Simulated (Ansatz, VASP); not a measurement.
**One calculation of Al2BN3, two programs**

```
CELL_PARAMETERS angstrom
2.95910 0.00000 0.00000
-1.47955 2.56265 0.00000
0.00000 0.00000 7.23365
ATOMIC_POSITIONS crystal
Al 0.00000 0.00000 0.01370
Al 0.33333 0.66667 0.65624
B 0.66667 0.33333 0.32082
N 0.00000 0.00000 0.75455
N 0.33333 0.66667 0.39442
N 0.66667 0.33333 0.11027
```

Alike in both runs: functional PBE; k mesh 6 × 6 × 4; occupations gaussian, width 0.1 eV; no spin polarisation.

Ansatz relaxed the structure, and its values are those at the end. VASP's run is a single point on that final structure, the one shown.

|  | VASP | Ansatz |
| --- | --- | --- |
| version | VASP 6.6.1 | Ansatz 0.2.0 |
| potentials or method | VASP PAW PBE potentials, release 64 (Al, B, N), cutoff 520 eV | scalar-relativistic, plane waves, PAW |
| valence electrons in the cell | 24 | 24 |

```tsv
	VASP	Ansatz	Ansatz less VASP
gap on the k mesh at the Fermi level (eV)	3.10	3.10	+0.007
least direct gap on the mesh (eV)	4.07	4.07	+0.005
pressure (GPa)	-0.2	0.0	+0.19
rms of the force components (eV/Å)	0.010	0.004	-0.0056
```

The functional is the same, so the differences come from potentials, cutoffs and numerics.
